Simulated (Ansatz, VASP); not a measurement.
CO2: VASP beside Ansatz

```xyz
6
Lattice="2.5668 -2.3240 0.0000 2.5668 2.3240 0.0000 0.0000 0.0000 6.2187" Properties=species:S:1:pos:R:3 pbc="T T T"
C     0.0000    0.0000    0.0000
C     2.5668    0.0000    3.1093
O     2.5668   -1.3821    5.5409
O     2.5668    1.3821    0.6778
O     2.5668   -0.9419    2.4316
O     2.5668    0.9419    3.7871
```

Alike in both runs: task relaxation of cell and atoms; functional LDA; k mesh 8 × 8 × 4; occupations gaussian, width 0.02 eV; no spin polarisation.

|  | VASP | Ansatz |
| --- | --- | --- |
| version | VASP 6.6.1 | Ansatz 0.2.0 |
| potentials or method | VASP PAW LDA potentials, release 64 (C, O), cutoff 600 eV | scalar-relativistic, plane waves, PAW |
| valence electrons in the cell | 32 | 32 |

Ansatz gave:

```
gap on the k mesh at the Fermi level, each at its own relaxed structure (eV) : 6.48
relaxed volume (Å³/atom)                                                     : 12.34
relaxed cell length with the largest relative difference (Å)                 : 6.213
```

Q: What did VASP give for the same quantities?

A: gap on the k mesh at the Fermi level, each at its own relaxed structure (eV): 6.41; relaxed volume (Å³/atom): 11.93; relaxed cell length with the largest relative difference (Å): 6.135.

LDA's correlation is that of Perdew and Zunger in VASP and of Perdew and Wang (1992) in Ansatz.

Noted on VASP's run: the standard files for N, O and F lose accuracy on very short bonds.
